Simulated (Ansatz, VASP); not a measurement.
Two plane-wave programs on SnO2

```
CELL_PARAMETERS angstrom
4.71750 0.00000 0.00000
0.00000 4.72738 0.00000
0.00000 0.00000 3.18564
ATOMIC_POSITIONS crystal
Sn 0.50000 0.50000 0.50000
Sn 0.00000 0.00000 0.00000
O 0.30427 0.30786 0.00000
O 0.80427 0.19214 0.50000
O 0.19573 0.80786 0.50000
O 0.69573 0.69214 0.00000
```

Alike in both runs: task relaxation of cell and atoms; functional LDA; k mesh 6 × 6 × 8; occupations gaussian, width 0.02 eV; no spin polarisation.

|  | VASP | Ansatz |
| --- | --- | --- |
| version | VASP 6.6.1 | Ansatz 0.2.0 |
| potentials or method | VASP PAW LDA potentials, release 64 (Sn_d, O), cutoff 600 eV | scalar-relativistic, plane waves, PAW |
| valence electrons in the cell | 52 | 52 |

VASP gave:

```
gap on the k mesh at the Fermi level, each at its own relaxed structure (eV) : 1.15
relaxed volume (Å³/atom)                                                     : 11.90
relaxed cell length with the largest relative difference (Å)                 : 3.196
```

What did Ansatz give for the same quantities?

gap on the k mesh at the Fermi level, each at its own relaxed structure (eV): 1.18; relaxed volume (Å³/atom): 11.84; relaxed cell length with the largest relative difference (Å): 3.189.

Ansatz warns that its potentials were made for another functional, while VASP's fit it. LDA's correlation is that of Perdew and Zunger in VASP and of Perdew and Wang (1992) in Ansatz.
